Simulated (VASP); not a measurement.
# CaO (F-43m) in VASP: notebook, part 2 of 2

VASP 6.6.1. The steps go on from the part before.

## 5. Relaxation of cell and atoms, PBE

The input, INCAR:

```
PREC     = Accurate       # precision mode
ENCUT    = 600            # plane-wave cutoff, eV
EDIFF    = 1E-7           # SCF threshold, eV
ISMEAR   = 0              # smearing method
SIGMA    = 0.02           # smearing width, eV
LREAL    = F              # projectors in reciprocal space
LASPH    = T              # aspherical terms in the spheres
NELM     = 120            # most SCF steps
ALGO     = Normal         # electronic algorithm
ISIF     = 3              # what is computed and relaxed
LWAVE    = F              # write WAVECAR
LCHARG   = F              # write CHGCAR
GGA      = PE             # functional
IBRION   = 2              # ionic algorithm
NSW      = 100            # ionic steps
EDIFFG   = -0.01          # ionic threshold
GGA_COMPAT= F            
NELMIN   = 4
```

The input, KPOINTS:

```
Automatic mesh
0
Gamma
  8 8 8
```

The input, POSCAR:

```
CaO
1.0
    0.0000000000      2.5971524500      2.5971524500
    2.5971524500      0.0000000000      2.5971524500
    2.5971524500      2.5971524500      0.0000000000
Ca O
1 1
Direct
    0.0000000000      0.0000000000      0.0000000000
    0.7500000000      0.7500000000      0.7500000000
```

Potentials or basis: VASP PAW PBE potentials, release 64 (Ca_sv, O).

Started as:

```bash
$ cat potpaw_PBE.64/Ca_sv/POTCAR potpaw_PBE.64/O/POTCAR > POTCAR
$ mpirun -np 1 vasp_std > vasp.out
```

OUTCAR:

```text
PREC = Accurate
   ENCUT = 600
   EDIFF = 1E-7
   ISMEAR = 0
   LREAL = F
   LASPH = T
   NELM = 120
   ISIF = 3
   GGA = PE
   IBRION = 2
   NSW = 100
   EDIFFG = -0.01
   NELMIN = 4

 ion  position               nearest neighbor table
   1  0.000  0.000  0.000-   2 2.25   2 2.25   2 2.25   2 2.25
   2  0.750  0.750  0.750-   1 2.25   1 2.25   1 2.25   1 2.25

  LATTYP: Found a face centered cubic cell.
 ALAT       =     5.1943049000

  Lattice vectors:

 A1 = (   0.0000000000,   2.5971524500,   2.5971524500)
 A2 = (   2.5971524500,   0.0000000000,   2.5971524500)
 A3 = (   2.5971524500,   2.5971524500,   0.0000000000)

Analysis of symmetry for initial positions (statically):
=====================================================================
 Subroutine PRICEL returns:
 Original cell was already a primitive cell.

 Routine SETGRP: Setting up the symmetry group for a
 face centered cubic supercell.

 Subroutine GETGRP returns: Found 24 space group operations
 (whereof 24 operations were pure point group operations)
 out of a pool of 48 trial point group operations.

The static configuration has the point symmetry T_d .

Analysis of symmetry for dynamics (positions and initial velocities):
=====================================================================
 Subroutine PRICEL returns:
 Original cell was already a primitive cell.

 Routine SETGRP: Setting up the symmetry group for a
 face centered cubic supercell.

 Subroutine GETGRP returns: Found 24 space group operations
 (whereof 24 operations were pure point group operations)
 out of a pool of 48 trial point group operations.

The dynamic configuration has the point symmetry T_d .

 Subroutine INISYM returns: Found 24 space group operations
 (whereof 24 operations are pure point group operations),
 and found     1 'primitive' translations

----------------------------------------------------------------------------------------

                                     Primitive cell

  volume of cell :      35.0366

  direct lattice vectors                    reciprocal lattice vectors
     0.000000000  2.597152450  2.597152450    -0.192518541  0.192518541  0.192518541
     2.597152450  0.000000000  2.597152450     0.192518541 -0.192518541  0.192518541
     2.597152450  2.597152450  0.000000000     0.192518541  0.192518541 -0.192518541

  length of vectors
     3.672928218  3.672928218  3.672928218     0.333451894  0.333451894  0.333451894

  position of ions in fractional coordinates (direct lattice)
     0.000000000  0.000000000  0.000000000
     0.750000000  0.750000000  0.750000000

  ion indices of the primitive-cell ions
   primitive index   ion index
                 1           1
                 2           2

----------------------------------------------------------------------------------------

 KPOINTS: Automatic mesh

Automatic generation of k-mesh.
 Grid dimensions read from file:
 generate k-points for:    8    8    8

 Generating k-lattice:

  Cartesian coordinates                     Fractional coordinates (reciprocal lattice)
    -0.024064818  0.024064818  0.024064818     0.125000000  0.000000000  0.000000000
     0.024064818 -0.024064818  0.024064818     0.000000000  0.125000000  0.000000000
[... 52 lines left out ...]
   ISPIN  =      1    spin polarized calculation?
   LNONCOLLINEAR =      F non collinear calculations
   LSORBIT =      F    spin-orbit coupling
   LASPH  =      T    aspherical Exc in radial PAW
   ENCUT  =  600.0 eV  44.10 Ry    6.64 a.u.   7.34  7.34  7.34*2*pi/ulx,y,z
   NELM   =    120;   NELMIN=  4; NELMDL= -5     # of ELM steps
   EDIFF  = 0.1E-06   stopping-criterion for ELM
   LREAL  =      F    real-space projection
   EDIFFG = -.1E-01   stopping-criterion for IOM
   NSW    =    100    number of steps for IOM
   IBRION =      2    ionic relax: 0-MD 1-quasi-New 2-CG
   NFREE  =      1    steps in history (QN), initial steepest desc. (CG)
   ISIF   =      3    stress and relaxation
   ISYM   =      2    0-nonsym 1-usesym 2-fastsym
   POTIM  = 0.5000    time-step for ionic-motion
   TEBEG  =    0.0;   TEEND  =   0.0 temperature during run
   PSTRESS=    0.0 pullay stress
   NELECT =      16.0000    total number of electrons
   NUPDOWN=      -1.0000    fix difference up-down
   EMIN   =  10.00;   EMAX   =-10.00  energy-range for DOS
   EFERMI =   0.00;   METHOD = LEGACY
   ISMEAR =     0;   SIGMA  =   0.02  broadening in eV -4-tet -1-fermi 0-gaus
   EFERMI_NEDOS =   21; number of points for ismear=-14 and -15
   IALGO  =     38    algorithm
   IMIX   =      4    mixing-type and parameters
     AMIX     =   0.40;   BMIX     =  1.00
     AMIX_MAG =   1.60;   BMIX_MAG =  1.00
  volume/ion in A,a.u.               =      17.52       118.22
  Fermi-wavevector in a.u.,A,eV,Ry     =   1.260687  2.382354 21.624182  1.589333
  Thomas-Fermi vector in A             =   2.394184
   LORBIT       =      0    0 simple, 1 ext, 2 COOP (PROOUT), +10 PAW based schemes
   GGA     = PE    functional components
   LHFCALC =     F    Hartree Fock is set to
   AEXX    =    0.0000 exact exchange contribution
   IVDW    =     0    specifies the selected vdW correction
   LEPSILON=     F    determine dielectric tensor
   LRPA    =     F    only Hartree local field effects (RPA)
 conjugate gradient relaxation of ions
 non-spin polarized calculation
 Gauss-broadening in eV      SIGMA  =   0.02
  energy-cutoff  :      600.00
  volume of cell :       35.04
 maximum number of plane-waves:      1211
 NGX is ok and might be reduce to    30
   NGX = 15   NGY = 15   NGZ = 15

--------------------------------------- Ionic step        1  -------------------------------------------

 number of electron      16.0000001 magnetization

 Free energy of the ion-electron system (eV)
  ---------------------------------------------------
  ext. energy  EPLUGINS =         0.00000000
  ---------------------------------------------------
  free energy    TOTEN  =       -12.43552020 eV

  energy without entropy =      -12.43552020  energy(sigma->0) =      -12.43552020

------------------------ aborting loop because EDIFF is reached ----------------------------------------

  FORCE on cell =-STRESS in cart. coord.  units (eV):
  Direction    XX          YY          ZZ          XY          YZ          ZX
  --------------------------------------------------------------------------------------
  -------------------------------------------------------------------------------------
  Total        0.5901550      0.5901550      0.5901550      0.0000000      0.0000000      0.0000000
  in kB       26.9869836     26.9869836     26.9869836      0.0000000      0.0000000      0.0000000
  external PRESSURE =      26.9869836 kB  Pullay stress =       0.0000000 kB
[... 59 lines left out ...]
--------------------------------------- Ionic step        3  -------------------------------------------

 number of electron      16.0000005 magnetization

 Free energy of the ion-electron system (eV)
  ---------------------------------------------------
  ext. energy  EPLUGINS =         0.00000000
  ---------------------------------------------------
  free energy    TOTEN  =       -12.44518646 eV

  energy without entropy =      -12.44518646  energy(sigma->0) =      -12.44518646

 E-fermi :   0.5841     XC(G=0):  -8.9470

 val. band max:        0.3806416865   @ k =  -0.2500   0.5000   0.2500
 cond. band min:       3.6324231761   @ k =   0.0000   0.0000   0.0000
 fundamental gap:      3.2517814896
 Fermi energy:         0.5840571843

 k-point     1 :       0.0000    0.0000    0.0000
  band No.  band energies     occupation
      1     -36.8631      2.00000
      2     -17.8073      2.00000
      3     -17.8073      2.00000
      4     -17.8073      2.00000
      5     -14.3766      2.00000
      6      -0.2051      2.00000
      7      -0.2051      2.00000
      8      -0.2051      2.00000
      9       3.6324      0.00000
     10       8.2629      0.00000
     11       8.2629      0.00000
     12       9.8389      0.00000
[... 331 lines left out ...]
 k-point    24 :      -0.3750    0.2500    0.1250
  band No.  band energies     occupation
      1     -36.8159      2.00000
      2     -18.4226      2.00000
      3     -17.9664      2.00000
      4     -17.8856      2.00000
      5     -13.6735      2.00000
      6      -0.4381      2.00000
      7      -0.1428      2.00000
      8       0.1870      2.00000
      9       5.8422      0.00000
     10       7.2148      0.00000
     11       8.3057      0.00000
     12       9.6034      0.00000

 [... further k-points ...]

------------------------ aborting loop because EDIFF is reached ----------------------------------------

  FORCE on cell =-STRESS in cart. coord.  units (eV):
  Direction    XX          YY          ZZ          XY          YZ          ZX
  --------------------------------------------------------------------------------------
  -------------------------------------------------------------------------------------
  Total        0.0011514      0.0011514      0.0011514      0.0000000      0.0000000      0.0000000
  in kB        0.0509321      0.0509321      0.0509321      0.0000000      0.0000000      0.0000000
  external PRESSURE =       0.0509321 kB  Pullay stress =       0.0000000 kB
[... 17 lines left out ...]
  FREE ENERGIE OF THE ION-ELECTRON SYSTEM (eV)
  ---------------------------------------------------
  free  energy   TOTEN  =       -12.4451864593 eV

  energy  without entropy=      -12.4451864593  energy(sigma->0) =      -12.44518646

 reached required accuracy - stopping structural energy minimisation
```

It took 37 s on 1 thread of Intel Xeon Platinum 8488C (Sapphire Rapids), shared host; peak memory 0.18 GiB.

Results:

* Free energy: -12.4452 eV
* Relaxed volume: 18.11 Å³/atom
* Relaxed cell: a = 3.714 Å, b = 3.714 Å, c = 3.714 Å, α = 60.00°, β = 60.00°, γ = 60.00°
* Space group after relaxing (to 0.05 Å): F-43m (No. 216)
* Energy gained by relaxing: 4.8 meV/atom
* Ionic steps: 3
* Pressure after relaxing: 0.0 GPa
* Band gap on the k mesh: 3.25 eV, indirect (least direct gap 3.84 eV)

Step by step:
| step | energy change (eV) | largest force (eV/Å) | pressure (GPa) | volume (Å³) |
| --- | --- | --- | --- | --- |
| 1 | 0.0000 | 0.0000 | 2.70 | 35.04 |
| 2 | -0.0090 | 0.0000 | -0.68 | 36.55 |
| 3 | -0.0097 | 0.0000 | 0.01 | 36.22 |

Final structure:
```
CELL_PARAMETERS angstrom
0.00000 2.62603 2.62603
2.62603 0.00000 2.62603
2.62603 2.62603 0.00000
ATOMIC_POSITIONS crystal
Ca 0.00000 0.00000 0.00000
O 0.75000 0.75000 0.75000
```

## 6. Overview

```csv
task,cell,k mesh,smearing,gap on the mesh (eV),pressure (GPa)
single point,"a = 3.673 Å, angles 60.0°, 2 atoms",6 × 6 × 6,gaussian 0.1 eV,3.36,2.7
single point,"a = 3.708 Å, angles 60.0°, 2 atoms",8 × 8 × 8,gaussian 0.02 eV,3.27,0.4
single point,"a = 3.708 Å, angles 60.0°, 2 atoms",8 × 8 × 8,methfessel-paxton 0.02 eV,3.27,0.4
relaxation of cell and atoms,"relaxed from a = 3.673 Å, angles 60.0°, 2 atoms",8 × 8 × 8,gaussian 0.02 eV,3.25,0.0
```

Alike in all rows: level PBE; potentials or basis VASP PAW PBE potentials, release 64 (Ca_sv, O); no spin polarisation; cutoff (eV) 600.

Absolute energies hang on the potentials; compare differences alone.
